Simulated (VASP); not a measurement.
A run of VASP 6.6.1 is set up as follows.

File POSCAR:

```
CdF2
1.0
    0.0000000000      2.6940000000      2.6940000000
    2.6940000000      0.0000000000      2.6940000000
    2.6940000000      2.6940000000      0.0000000000
Cd F
1 2
Direct
    0.0115998515     -0.0115998515      0.0115998515
    0.2500000000      0.2500000000      0.2500000000
    0.7500000000      0.7500000000      0.7500000000
```

Contents of INCAR.step1:

```
PREC = Accurate
ENCUT = 770
ISMEAR = 0
SIGMA = 0.05
LREAL = False
LASPH = True
NELM = 120
NBANDS = 24
GGA = PE
ALGO = Normal
EDIFF = 1E-5
LWAVE = True
LCHARG = False
GGA_COMPAT = False
```

The input INCAR.step2:

```
PREC = Accurate
ENCUT = 770
EDIFF = 1E-6
ISMEAR = 0
SIGMA = 0.05
LREAL = False
LASPH = True
NELM = 120
ALGO = Normal
ISIF = 2
LWAVE = False
LCHARG = False
METAGGA = R2SCAN
LMIXTAU = True
NBANDS = 24
ISTART = 1
GGA_COMPAT = False
```

Contents of KPOINTS:

```
regular mesh
0
Gamma
  8 8 8
```

Potentials or basis: VASP PAW PBE potentials, release 64 (Cd_sv_GW, F).

Command:

```sh
$ cat potpaw_PBE.64/Cd_sv_GW/POTCAR potpaw_PBE.64/F/POTCAR > POTCAR
$ cp INCAR.step1 INCAR
$ mpirun -np 1 vasp_std > vasp.out
$ cp INCAR.step2 INCAR
$ mpirun -np 1 vasp_std > vasp.out
```

Task: What does it give for the band gap on the k mesh?

Result: 3.79 eV (least direct gap 4.31 eV).

Task: Estimate the pressure.

Result: -0.2 GPa.

Forces on the atoms (eV/Å):
```
Cd   0.000 -0.331  0.000
F    0.000  0.165  0.000
F    0.000  0.165  0.000
```

Caveat: the cell differs from its parent crystal (all Cd atoms moved +0.062 Å, as atom 1 along Cartesian [0 1 0]); the PAW data sets were made with another functional, which shifts forces and pressure a little. A k mesh can miss the band edges.
